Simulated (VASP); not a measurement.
# K2H (P6/mmm) in VASP: further runs, part 2 of 2

VASP 6.6.1. The steps go on from the part before.

## (4) Single point, PBE

This run uses another cell than the first one, of 40.50 Å³/atom.

INCAR reads:

```
ALGO = Normal ; EDIFF = 1E-6
ENCUT = 520 ; GGA = PE
ISIF = 2 ; ISMEAR = 0
LASPH = True ; LCHARG = False
LREAL = False ; LWAVE = False
NBANDS = 16 ; NELM = 60
PREC = Accurate ; SIGMA = 0.1
```

KPOINTS reads:

```
k-points
0
Gamma
  12 12 12
```

POSCAR reads:

```
K2H
1.0
    5.9757259525      0.0000000000      0.0000000000
   -2.9878629762      5.1751304809      0.0000000000
    0.0000000000      0.0000000000      3.9283619272
K H
2 1
Direct
    0.3333333333      0.6666666667      0.5000000000
    0.6666666667      0.3333333333      0.5000000000
    0.0000000000      0.0000000000      0.0000000000
```

Potentials or basis: VASP PAW PBE potentials, release 64 (K_sv, H).

Run with:

```
$ cat potpaw_PBE.64/K_sv/POTCAR potpaw_PBE.64/H/POTCAR > POTCAR
$ mpirun -np 1 vasp_std > vasp.out
```

OUTCAR:

```text
EDIFF = 1E-6
   ENCUT = 520
   GGA = PE
   ISIF = 2
   ISMEAR = 0
   LASPH = True
   LREAL = False
   NELM = 60
   PREC = Accurate

 ion  position               nearest neighbor table
   1  0.333  0.667  0.500-   2 3.45   2 3.45   2 3.45
   2  0.667  0.333  0.500-   1 3.45   1 3.45   1 3.45
   3  0.000  0.000  0.000-

  LATTYP: Found a hexagonal cell.
 ALAT       =     5.9757259525
 C/A-ratio  =     0.6573865600

  Lattice vectors:

 A1 = (   5.9757259525,   0.0000000000,   0.0000000000)
 A2 = (  -2.9878629762,   5.1751304809,   0.0000000000)
 A3 = (   0.0000000000,   0.0000000000,   3.9283619272)

Analysis of symmetry for initial positions (statically):
=====================================================================
 Subroutine PRICEL returns:
 Original cell was already a primitive cell.

 Routine SETGRP: Setting up the symmetry group for a
 hexagonal supercell.

 Subroutine GETGRP returns: Found 24 space group operations
[... 161 lines left out ...]
  ---------------------------------------------------
  ext. energy  EPLUGINS =         0.00000000
  ---------------------------------------------------
  free energy    TOTEN  =        -3.94036729 eV

  energy without entropy =       -3.93554867  energy(sigma->0) =       -3.93795798

 E-fermi :   0.4206     XC(G=0):  -6.2963

 val. band max:        0.4160591532   @ k =   0.0833   0.0833   0.0000
 cond. band min:       0.4380575730   @ k =   0.2500   0.0833   0.2500
 fundamental gap:      0.0219984197
 Fermi energy:         0.4206362281

 k-point     1 :       0.0000    0.0000    0.0000
  band No.  band energies     occupation
      1     -32.4941      2.00000
      2     -32.4084      2.00000
      3     -16.1441      2.00000
      4     -16.1441      2.00000
      5     -15.8463      2.00000
      6     -15.7841      2.00000
[... 433 lines left out ...]
      3     -16.1675      2.00000
      4     -16.0862      2.00000
      5     -15.8455      2.00000
      6     -15.8396      2.00000
[... 8 lines left out ...]
     15       3.6798      0.00000
     16       4.0355      0.00000

 [... further k-points ...]
[... 5 lines left out ...]
  --------------------------------------------------------------------------------------
  -------------------------------------------------------------------------------------
  Total        0.0091234      0.0091234      0.0134920      0.0000000      0.0000000     -0.0000000
  in kB        0.1203211      0.1203211      0.1779353      0.0000000      0.0000000     -0.0000000
  external PRESSURE =       0.1395258 kB  Pullay stress =       0.0000000 kB

 VOLUME and BASIS-vectors are now :
 -----------------------------------------------------------------------------
  energy-cutoff  :      520.00
  volume of cell :      121.49
      direct lattice vectors                 reciprocal lattice vectors
     5.975725953  0.000000000  0.000000000     0.167343685  0.096615921  0.000000000
    -2.987862976  5.175130481  0.000000000     0.000000000  0.193231843  0.000000000
     0.000000000  0.000000000  3.928361927     0.000000000  0.000000000  0.254559030

 POSITION                                       TOTAL-FORCE (eV/Angst)
 -----------------------------------------------------------------------------------
     -0.00000      3.45009      1.96418         0.000000     -0.000000      0.000000
      2.98786      1.72504      1.96418        -0.000000      0.000000     -0.000000
      0.00000      0.00000      0.00000        -0.000000      0.000000     -0.000000
 -----------------------------------------------------------------------------------
    total drift:                               -0.000000      0.000000     -0.000000

  FREE ENERGIE OF THE ION-ELECTRON SYSTEM (eV)
  ---------------------------------------------------
  free  energy   TOTEN  =        -3.9403672921 eV

  energy  without entropy=       -3.9355486699  energy(sigma->0) =       -3.93795798
```

OSZICAR:

```text
N       E                     dE             d eps       ncg     rms          rms(c)
DAV:   1     0.113366790367E+03    0.11337E+03   -0.77429E+03  4256   0.923E+02
DAV:   2     0.412731562160E+01   -0.10924E+03   -0.10717E+03  4696   0.278E+02
DAV:   3    -0.455474353922E+01   -0.86821E+01   -0.86305E+01  8208   0.562E+01
DAV:   4    -0.481229983671E+01   -0.25756E+00   -0.25712E+00  5728   0.875E+00
DAV:   5    -0.482008103865E+01   -0.77812E-02   -0.77809E-02  7168   0.971E-01    0.376E+00
DAV:   6    -0.404068180715E+01    0.77940E+00   -0.16339E+00  4824   0.240E+00    0.195E+00
DAV:   7    -0.394024554626E+01    0.10044E+00   -0.66982E-01  6296   0.162E+00    0.159E+00
DAV:   8    -0.395913872999E+01   -0.18893E-01   -0.15227E-01  5656   0.864E-01    0.721E-01
DAV:   9    -0.394183370809E+01    0.17305E-01   -0.51728E-02  6120   0.361E-01    0.291E-01
DAV:  10    -0.394041783375E+01    0.14159E-02   -0.19565E-02  5416   0.211E-01    0.933E-02
DAV:  11    -0.394039243946E+01    0.25394E-04   -0.26258E-03  5248   0.103E-01    0.276E-02
DAV:  12    -0.394036657840E+01    0.25861E-04   -0.21987E-04  5816   0.337E-02    0.387E-03
DAV:  13    -0.394036777202E+01   -0.11936E-05   -0.11856E-05  4288   0.992E-03    0.493E-03
DAV:  14    -0.394036729207E+01    0.47995E-06   -0.24247E-06  4576   0.365E-03
   1 F= -.39403673E+01 E0= -.39379580E+01  d E =-.481862E-02
```

stdout:

```text
POSCAR found type information on POSCAR K H
 POSCAR found :  2 types and       3 ions
 scaLAPACK will be used
 LDA part: xc-table for (Slater+PW92), standard interpolation
 POSCAR, INCAR and KPOINTS ok, starting setup
 FFT: planning ... GRIDC
 FFT: planning ... GRID_SOFT
 FFT: planning ... GRID
 WAVECAR not read
 entering main loop
```

Wall time 2.7 min (1 thread of Intel Xeon Platinum 8559C (Emerald Rapids), shared host); peak memory 0.39 GiB.

Results:

| Quantity | Value |
| --- | --- |
| Free energy | -3.9404 eV |
| Pressure | 0.0 GPa |
| Band gap on the k mesh | zero (an odd number of electrons rules out a gap without spin polarisation) |

## (5) Overview

```tsv
task	cell	k mesh	cutoff (eV)	gap on the mesh (eV)	pressure (GPa)
single point	a = 5.930, b = 5.930, c = 3.956 Å, angles 90.0, 90.0, 120.0°, 3 atoms	6 × 6 × 4	520	none	0.1
relaxation of cell and atoms	relaxed from a = 4.301, b = 4.301, c = 4.644 Å, angles 90.0, 90.0, 120.0°, 3 atoms	6 × 6 × 4	600	none	-0.1
single point	a = 5.976, b = 5.976, c = 3.928 Å, angles 90.0, 90.0, 120.0°, 3 atoms	12 × 12 × 12	520	none	0.0
```

Alike in all rows: level PBE; potentials or basis VASP PAW PBE potentials, release 64 (K_sv, H); no spin polarisation; smearing gaussian 0.1 eV.

Caveats: some runs use coarse meshes; the volume moved by over 15 % at a fixed basis, so the end points are rough (at least some runs).

Total energies depend on the potentials used, so only differences within one code and one set of settings carry meaning.

The gap in the log of VASP goes by the Fermi energy; the results here count the filled bands.